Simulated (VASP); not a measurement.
# LiZn3 in VASP: further runs

The runs below take LiZn3 through single point, with LDA.

Program: VASP 6.6.1. These are calculated values, not measurements. Logs are shortened: lines on timing, memory, paths and dates and some standing lists are left out, and cuts for length are marked.

## Step 1: The cell of the first run

The structure is cubic, space group Fm-3m (No. 225). Conventional cell: a = 6.022 Å, b = 6.022 Å, c = 6.022 Å, α = 90.00°, β = 90.00°, γ = 90.00°. Within 3.4 Å of Li (site symmetry m-3m) lie 14 Zn at 2.61 to 3.01 Å. Within 3.4 Å of Zn (site symmetry -43m) lie 4 Li at 2.61 Å and 10 Zn at 2.61 to 3.01 Å. Zn (site symmetry m-3m) has 8 Zn at 2.61 Å and 6 Li at 3.01 Å within 3.4 Å.

## Step 2: Single point, LDA

Input file INCAR:

```
SYSTEM = LiZn3
PREC = Accurate
ENCUT = 520
EDIFF = 1E-6
ISMEAR = -1
SIGMA = 0.1
LREAL = .FALSE.
LASPH = .TRUE.
NELM = 100
ALGO = Normal
ISIF = 2
LWAVE = .FALSE.
LCHARG = .FALSE.
NBANDS = 28
```

Input file KPOINTS:

```
regular mesh
0
G
  6 6 6
  0 0 0
```

Input file POSCAR:

```
LiZn3
1.0
    0.0000000000      3.0111100000      3.0111100000
    3.0111100000      0.0000000000      3.0111100000
    3.0111100000      3.0111100000      0.0000000000
Li Zn
1 3
Direct
    0.0000000000      0.0000000000      0.0000000000
    0.2500000000      0.2500000000      0.2500000000
    0.7500000000      0.7500000000      0.7500000000
    0.5000000000      0.5000000000      0.5000000000
```

Potentials or basis: VASP PAW LDA potentials, release 64 (Li_sv, Zn).

Started as:

```sh
$ cat potpaw_LDA.64/Li_sv/POTCAR potpaw_LDA.64/Zn/POTCAR > POTCAR
$ mpirun -np 1 vasp_std > vasp.out
```

OUTCAR:

```text
SYSTEM = LiZn3
   PREC = Accurate
   ENCUT = 520
   EDIFF = 1E-6
   ISMEAR = -1
   LREAL = .FALSE.
   LASPH = .TRUE.
   NELM = 100
   ISIF = 2

 ion  position               nearest neighbor table
   1  0.000  0.000  0.000-   3 2.61   3 2.61   3 2.61   2 2.61   2 2.61   2 2.61   3 2.61   2 2.61

   2  0.250  0.250  0.250-   1 2.61   1 2.61   1 2.61   4 2.61   4 2.61   4 2.61   4 2.61   1 2.61
                             3 3.01   3 3.01   3 3.01   3 3.01   3 3.01   3 3.01
   3  0.750  0.750  0.750-   4 2.61   4 2.61   4 2.61   1 2.61   1 2.61   1 2.61   4 2.61   1 2.61
                             2 3.01   2 3.01   2 3.01   2 3.01   2 3.01   2 3.01
   4  0.500  0.500  0.500-   2 2.61   2 2.61   2 2.61   3 2.61   3 2.61   3 2.61   3 2.61   2 2.61

  LATTYP: Found a face centered cubic cell.
 ALAT       =     6.0222200000

  Lattice vectors:

 A1 = (   0.0000000000,   3.0111100000,   3.0111100000)
 A2 = (   3.0111100000,   0.0000000000,   3.0111100000)
 A3 = (   3.0111100000,   3.0111100000,   0.0000000000)

Analysis of symmetry for initial positions (statically):
=====================================================================
 Subroutine PRICEL returns:
 Original cell was already a primitive cell.

 Routine SETGRP: Setting up the symmetry group for a
 face centered cubic supercell.

 Subroutine GETGRP returns: Found 48 space group operations
 (whereof 48 operations were pure point group operations)
 out of a pool of 48 trial point group operations.

The static configuration has the point symmetry O_h .

Analysis of symmetry for dynamics (positions and initial velocities):
=====================================================================
 Subroutine PRICEL returns:
 Original cell was already a primitive cell.

 Routine SETGRP: Setting up the symmetry group for a
 face centered cubic supercell.

 Subroutine GETGRP returns: Found 48 space group operations
 (whereof 48 operations were pure point group operations)
 out of a pool of 48 trial point group operations.

The dynamic configuration has the point symmetry O_h .

 Subroutine INISYM returns: Found 48 space group operations
 (whereof 48 operations are pure point group operations),
 and found     1 'primitive' translations

----------------------------------------------------------------------------------------

                                     Primitive cell

  volume of cell :      54.6022

  direct lattice vectors                    reciprocal lattice vectors
     0.000000000  3.011110000  3.011110000    -0.166051722  0.166051722  0.166051722
     3.011110000  0.000000000  3.011110000     0.166051722 -0.166051722  0.166051722
     3.011110000  3.011110000  0.000000000     0.166051722  0.166051722 -0.166051722

  length of vectors
     4.258352600  4.258352600  4.258352600     0.287610019  0.287610019  0.287610019

  position of ions in fractional coordinates (direct lattice)
     0.000000000  0.000000000  0.000000000
     0.250000000  0.250000000  0.250000000
     0.750000000  0.750000000  0.750000000
     0.500000000  0.500000000  0.500000000

  ion indices of the primitive-cell ions
   primitive index   ion index
                 1           1
                 2           2
                 3           3
                 4           4

----------------------------------------------------------------------------------------

 KPOINTS: regular mesh

Automatic generation of k-mesh.
 Grid dimensions read from file:
 generate k-points for:    6    6    6

 Generating k-lattice:

  Cartesian coordinates                     Fractional coordinates (reciprocal lattice)
    -0.027675287  0.027675287  0.027675287     0.166666667  0.000000000  0.000000000
     0.027675287 -0.027675287  0.027675287     0.000000000  0.166666667  0.000000000
     0.027675287  0.027675287 -0.027675287     0.000000000  0.000000000  0.166666667

  Length of vectors
     0.047935003  0.047935003  0.047935003

  Shift w.r.t. Gamma in fractional coordinates (k-lattice)
     0.000000000  0.000000000  0.000000000

 Subroutine IBZKPT returns following result:
 ===========================================

 Found     16 irreducible k-points:

 Following reciprocal coordinates:
            Coordinates               Weight
  0.000000  0.000000  0.000000      1.000000
  0.166667  0.000000  0.000000      8.000000
  0.333333  0.000000  0.000000      8.000000
  0.500000  0.000000  0.000000      4.000000
  0.166667  0.166667  0.000000      6.000000
  0.333333  0.166667  0.000000     24.000000
[... 8 lines left out ...]
 -0.333333  0.333333  0.166667     24.000000
 -0.333333  0.500000  0.166667     12.000000
   k-points           NKPTS =     16   k-points in BZ     NKDIM =     16   number of bands    NBANDS=     28
   number of dos      NEDOS =    301   number of ions     NIONS =      4
   total plane-waves  NPLWV =  32768
   dimension x,y,z NGX =    32 NGY =   32 NGZ =   32
   dimension x,y,z NGXF=    64 NGYF=   64 NGZF=   64
   ions per type =               1   3
   NGX,Y,Z   is equivalent  to a cutoff of  12.49, 12.49, 12.49 a.u.
   NGXF,Y,Z  is equivalent  to a cutoff of  24.99, 24.99, 24.99 a.u.
 SYSTEM =  LiZn3
   PREC   = accura    normal or accurate (medium, high low for compatibility)
   ISTART =      0    job   : 0-new  1-cont  2-samecut
   ICHARG =      2    charge: 1-file 2-atom 10-const
   ISPIN  =      1    spin polarized calculation?
   LNONCOLLINEAR =      F non collinear calculations
   LSORBIT =      F    spin-orbit coupling
   LASPH  =      T    aspherical Exc in radial PAW
   ENCUT  =  520.0 eV  38.22 Ry    6.18 a.u.   7.92  7.92  7.92*2*pi/ulx,y,z
   NELM   =    100;   NELMIN=  2; NELMDL= -5     # of ELM steps
   EDIFF  = 0.1E-05   stopping-criterion for ELM
   LREAL  =      F    real-space projection
   EDIFFG = 0.1E-04   stopping-criterion for IOM
   NSW    =      0    number of steps for IOM
   IBRION =     -1    ionic relax: 0-MD 1-quasi-New 2-CG
   NFREE  =      0    steps in history (QN), initial steepest desc. (CG)
   ISIF   =      2    stress and relaxation
   ISYM   =      2    0-nonsym 1-usesym 2-fastsym
   POTIM  = 0.5000    time-step for ionic-motion
   TEBEG  =    0.0;   TEEND  =   0.0 temperature during run
   PSTRESS=    0.0 pullay stress
   NELECT =      39.0000    total number of electrons
   NUPDOWN=      -1.0000    fix difference up-down
   EMIN   =  10.00;   EMAX   =-10.00  energy-range for DOS
   EFERMI =   0.00;   METHOD = LEGACY
   ISMEAR =    -1;   SIGMA  =   0.10  broadening in eV -4-tet -1-fermi 0-gaus
   EFERMI_NEDOS =   21; number of points for ismear=-14 and -15
   IALGO  =     38    algorithm
   IMIX   =      4    mixing-type and parameters
     AMIX     =   0.40;   BMIX     =  1.00
     AMIX_MAG =   1.60;   BMIX_MAG =  1.00
  volume/ion in A,a.u.               =      13.65        92.12
  Fermi-wavevector in a.u.,A,eV,Ry     =   1.463389  2.765404 29.136971  2.141507
  Thomas-Fermi vector in A             =   2.579490
   LORBIT       =      0    0 simple, 1 ext, 2 COOP (PROOUT), +10 PAW based schemes
   GGA     = CA    functional components
   LHFCALC =     F    Hartree Fock is set to
   AEXX    =    0.0000 exact exchange contribution
   IVDW    =     0    specifies the selected vdW correction
   LEPSILON=     F    determine dielectric tensor
   LRPA    =     F    only Hartree local field effects (RPA)
 non-spin polarized calculation
  energy-cutoff  :      520.00
  volume of cell :       54.60
 maximum number of plane-waves:      1484
   NGX = 15   NGY = 15   NGZ = 15

 number of electron      39.0000009 magnetization

 Free energy of the ion-electron system (eV)
  ---------------------------------------------------
  ext. energy  EPLUGINS =         0.00000000
  ---------------------------------------------------
  free energy    TOTEN  =        -8.40653338 eV

  energy without entropy =       -8.37184274  energy(sigma->0) =       -8.38918806

 E-fermi :   2.8957     XC(G=0): -11.4812

 val. band max:        2.7436938347   @ k =   0.5000   0.1667   0.0000
 cond. band min:       2.9173535686   @ k =   0.3333   0.1667   0.0000
 fundamental gap:      0.1736597339
 Fermi energy:         2.8956931677

 k-point     1 :       0.0000    0.0000    0.0000
  band No.  band energies     occupation
      1     -42.1441      2.00000
      2      -6.6778      2.00000
      3      -5.1962      2.00000
      4      -5.1962      2.00000
      5      -4.9101      2.00000
      6      -4.9101      2.00000
[... 20 lines left out ...]
     27       8.4015      0.00000
     28       8.7045      0.00000

 k-point     2 :       0.1667    0.0000    0.0000
  band No.  band energies     occupation
      1     -42.1440      2.00000
      2      -6.3714      2.00000
      3      -5.1517      2.00000
      4      -5.1517      2.00000
      5      -5.0244      2.00000
      6      -4.9733      2.00000
[... 20 lines left out ...]
     27       9.5186      0.00000
     28      11.0544      0.00000

 k-point     3 :       0.3333    0.0000    0.0000
  band No.  band energies     occupation
      1     -42.1438      2.00000
      2      -5.6016      2.00000
      3      -5.0401      2.00000
      4      -5.0318      2.00000
      5      -5.0318      2.00000
      6      -5.0200      2.00000
[... 20 lines left out ...]
     27      11.6334      0.00000
     28      15.5212      0.00000

 k-point     4 :       0.5000    0.0000    0.0000
  band No.  band energies     occupation
      1     -42.1437      2.00000
      2      -5.1769      2.00000
      3      -5.0389      2.00000
      4      -5.0389      2.00000
      5      -5.0112      2.00000
      6      -4.9382      2.00000
[... 330 lines left out ...]
     27      12.9509      0.00000
     28      15.1396      0.00000

 k-point    15 :      -0.3333    0.3333    0.1667
  band No.  band energies     occupation
      1     -42.1436      2.00000
      2      -5.1759      2.00000
      3      -5.1680      2.00000
      4      -5.0384      2.00000
      5      -5.0062      2.00000
      6      -4.9908      2.00000
[... 20 lines left out ...]
     27      14.1249      0.00000
     28      14.4733      0.00000

 k-point    16 :      -0.3333    0.5000    0.1667
  band No.  band energies     occupation
      1     -42.1435      2.00000
      2      -5.2249      2.00000
      3      -5.1526      2.00000
      4      -5.1378      2.00000
      5      -5.0066      2.00000
      6      -4.8699      2.00000
[... 20 lines left out ...]
     27      14.7879      0.00000
     28      14.8717      0.00000

------------------------ aborting loop because EDIFF is reached ----------------------------------------

  FORCE on cell =-STRESS in cart. coord.  units (eV):
  Direction    XX          YY          ZZ          XY          YZ          ZX
  --------------------------------------------------------------------------------------
  -------------------------------------------------------------------------------------
  Total       -1.3696616     -1.3696616     -1.3696616     -0.0000000     -0.0000000      0.0000000
  in kB      -40.1896297    -40.1896297    -40.1896297     -0.0000000     -0.0000000      0.0000000
  external PRESSURE =     -40.1896297 kB  Pullay stress =       0.0000000 kB

 VOLUME and BASIS-vectors are now :
 -----------------------------------------------------------------------------
  energy-cutoff  :      520.00
  volume of cell :       54.60
      direct lattice vectors                 reciprocal lattice vectors
     0.000000000  3.011110000  3.011110000    -0.166051722  0.166051722  0.166051722
     3.011110000  0.000000000  3.011110000     0.166051722 -0.166051722  0.166051722
     3.011110000  3.011110000  0.000000000     0.166051722  0.166051722 -0.166051722

 POSITION                                       TOTAL-FORCE (eV/Angst)
 -----------------------------------------------------------------------------------
      0.00000      0.00000      0.00000         0.000000      0.000000     -0.000000
      1.50555      1.50555      1.50555         0.000000      0.000000      0.000000
      4.51666      4.51666      4.51666        -0.000000     -0.000000     -0.000000
      3.01111      3.01111      3.01111         0.000000      0.000000     -0.000000
 -----------------------------------------------------------------------------------
    total drift:                               -0.000000     -0.000000      0.000000

  FREE ENERGIE OF THE ION-ELECTRON SYSTEM (eV)
  ---------------------------------------------------
  free  energy   TOTEN  =        -8.4065333803 eV

  energy  without entropy=       -8.3718427360  energy(sigma->0) =       -8.38918806
```

It took 19 s on 1 thread of Intel Xeon Platinum 8488C (Sapphire Rapids), shared host; peak memory 0.15 GiB.

What came out:

| Item | Value |
| --- | --- |
| Free energy | -8.4065 eV |

Caveat: the cutoff is under 1.25 times the usual one of these potentials, so pressure, stress and relaxed cells hold a basis-set (Pulay) error.

## Step 3: Single point, LDA

Input file INCAR:

```
SYSTEM = LiZn3
ALGO = Normal
EDIFF = 1E-7
ENCUT = 520
ISIF = 2
ISMEAR = -1
LASPH = .True.
LCHARG = .False.
LREAL = .False.
LWAVE = .False.
NBANDS = 28
NELM = 60
PREC = Accurate
SIGMA = 0.1
```

Input file KPOINTS:

```
k-points
0
Gamma
  6 6 6
  0 0 0
```

POSCAR, as its differences from that of step 2:

```diff
@@ -8,3 +8,3 @@
 Direct
-    0.0000000000      0.0000000000      0.0000000000
+    0.0166051722     -0.0166051722     -0.0166051722
     0.2500000000      0.2500000000      0.2500000000
```

Potentials or basis: VASP PAW LDA potentials, release 64 (Li_sv, Zn).

Started as:

```sh
$ cat potpaw_LDA.64/Li_sv/POTCAR potpaw_LDA.64/Zn/POTCAR > POTCAR
$ mpirun -np 1 vasp_std > vasp.out
```

Run time: 35 s. Hardware: 1 thread of Intel Xeon Platinum 8488C (Sapphire Rapids), shared host; peak memory 0.17 GiB.

The run converged. Its results:

| Item | Value |
| --- | --- |
| Free energy | -8.3915 eV |
| Largest force | 0.302 eV/Å |

Forces on the atoms (eV/Å):
```
Li   0.302  0.000  0.000
Zn  -0.142  0.000  0.000
Zn  -0.142  0.000  0.000
Zn  -0.019  0.000  0.000
```

Levels at points of the mesh, in eV from the Fermi level:
```csv
k point,band 16,band 17,band 18,band 19,band 20,band 21,band 22,band 23,band 24,band 25
"(0.00, 0.00, 0.00)",-7.05,-7.05,2.71,2.71,2.74,3.17,3.52,3.54,3.54,5.49
"(0.50, 0.00, 0.00)",-6.99,-6.09,-5.79,1.41,1.42,2.38,2.40,2.42,4.99,10.21
"(0.50, 0.50, 0.00)",-6.93,-5.28,-4.83,-1.97,-1.96,-0.56,2.75,10.15,10.17,10.48
"(0.00, 0.50, 0.50)",-6.93,-5.28,-4.83,-1.97,-1.97,-0.56,2.75,10.09,10.09,10.56
```

Caveat: the cutoff is under 1.25 times the usual one of these potentials, so pressure, stress and relaxed cells hold a basis-set (Pulay) error.

## Step 4: Single point, LDA

Input file INCAR:

```
SYSTEM = LiZn3
PREC = Accurate
ENCUT = 520
EDIFF = 1E-6
ISMEAR = -1
SIGMA = 0.1
LREAL = .False.
LASPH = .True.
NELM = 80
ALGO = Normal
ISIF = 2
LWAVE = .False.
LCHARG = .False.
GGA = CA
NBANDS = 28
```

Input file KPOINTS:

```
Automatic mesh
0
Gamma
  6 6 6
  0 0 0
```

POSCAR, as its differences from that of step 3:

```diff
@@ -8,3 +8,3 @@
 Direct
-    0.0166051722     -0.0166051722     -0.0166051722
+   -0.0166051722      0.0166051722      0.0166051722
     0.2500000000      0.2500000000      0.2500000000
```

Started as:

```sh
$ cat potpaw_LDA.64/Li_sv/POTCAR potpaw_LDA.64/Zn/POTCAR > POTCAR
$ mpirun -np 1 vasp_std > vasp.out
```

It took 32 s on 1 thread of Intel Xeon Platinum 8488C (Sapphire Rapids), shared host; peak memory 0.17 GiB.

Results (log left out):

| Quantity | Value |
| --- | --- |
| Free energy | -8.3915 eV |
| Largest force | 0.302 eV/Å |

Forces on the atoms (eV/Å):
```
Li  -0.302  0.000  0.000
Zn   0.142  0.000  0.000
Zn   0.142  0.000  0.000
Zn   0.019  0.000  0.000
```

Levels at points of the mesh, in eV from the Fermi level:
```
           k point  band 16  band 17  band 18  band 19  band 20  band 21  band 22  band 23  band 24  band 25
(0.00, 0.00, 0.00)    -7.05    -7.05     2.71     2.71     2.74     3.17     3.52     3.54     3.54     5.49
(0.50, 0.00, 0.00)    -6.99    -6.09    -5.79     1.41     1.42     2.38     2.40     2.42     4.99    10.21
(0.50, 0.50, 0.00)    -6.93    -5.28    -4.83    -1.97    -1.96    -0.56     2.75    10.15    10.17    10.48
(0.00, 0.50, 0.50)    -6.93    -5.28    -4.83    -1.97    -1.97    -0.56     2.75    10.09    10.09    10.56
```

Caveat: the cutoff is under 1.25 times the usual one of these potentials, so pressure, stress and relaxed cells hold a basis-set (Pulay) error.
